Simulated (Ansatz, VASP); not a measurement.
## One calculation of Ge, two programs

The input INCAR:

```
PREC = Accurate
ENCUT = 520
EDIFF = 1E-6
ISMEAR = -1
SIGMA = 0.05
LREAL = F
LASPH = T
NELM = 100
ALGO = Normal
ISIF = 2
LWAVE = F
LCHARG = T
GGA = PE
LELF = T
LVHAR = T
NBANDS = 21
```

The input KPOINTS:

```
Automatic mesh
0
Gamma
  3 3 3
```

The input POSCAR:

```
Ge
1.0
    0.0000000000      2.8289100000      2.8289100000
    2.8289100000      0.0000000000      2.8289100000
    2.8289100000      2.8289100000      0.0000000000
Ge
2
Direct
    0.7500000000      0.7500000000      0.7500000000
    0.5000000000      0.5000000000      0.5000000000
```

File input.yaml:

```yaml
crystal:
  lattice:
    - [0.0, 2.82891, 2.82891]
    - [2.82891, 0.0, 2.82891]
    - [2.82891, 2.82891, 0.0]
  atoms:
    - { symbol: Ge, position: [0.75, 0.75, 0.75] }
    - { symbol: Ge, position: [0.5, 0.5, 0.5] }
hamiltonian:
  xc: pbe
  pseudopotentials: { kind: paw }
kpoints:
  mp_grid: { grid: [3, 3, 3] }
scf:
  occupations: { method: fermi_dirac, width: 0.05 }
output:
  forces: true
  stress: true
  eigenvalues: true
```

Alike in both runs: task single point; functional PBE; k mesh 3 × 3 × 3; occupations fermi-dirac, width 0.05 eV; no spin polarisation.

```csv
,VASP,Ansatz
version,VASP 6.6.1,Ansatz 0.2.0
potentials or method,"VASP PAW PBE potentials, release 64 (Ge_d)",Ansatz PAW
plane-wave cutoff (eV),520,420
valence electrons in the cell,28,28
```

Ansatz gave:

| Quantity | Value |
| --- | --- |
| gap on the k mesh at the Fermi level (eV) | none |
| pressure (GPa) | 5.9 |

**Question.** Which values does VASP return?

**Answer.** gap on the k mesh at the Fermi level (eV): none; pressure (GPa): 5.8.

A gap of «none» marks a metal or a gap that the smearing closes.

The k mesh is coarse, so the values compare programs but aren't converged.
